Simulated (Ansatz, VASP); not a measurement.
# Two plane-wave programs on CdSe

```
CELL_PARAMETERS angstrom
0.00000 3.07027 3.07027
3.07027 0.00000 3.07027
3.07027 3.07027 0.00000
ATOMIC_POSITIONS crystal
Cd 0.00000 0.00000 0.00000
Se 0.75000 0.75000 0.75000
```

Alike in both runs: task single point; functional PBE; k mesh 6 × 6 × 6; no spin polarisation.

```csv
,VASP,Ansatz
version,VASP 6.6.1,Ansatz 0.2.0
potentials or method,"VASP PAW PBE potentials, release 64 (Cd, Se), cutoff 520 eV","plane waves, PAW"
occupations,"gaussian, width 0.01 eV",fixed
valence electrons in the cell,18,36
```

VASP gave:

```
pressure (GPa) : 1.6
```

Question: What did Ansatz give for the same quantities?

Answer: Pressure (GPa): 1.3.

VASP's potentials hold 18 valence electrons a cell and Ansatz's 36, so a difference there can come from the potentials and not from the codes.
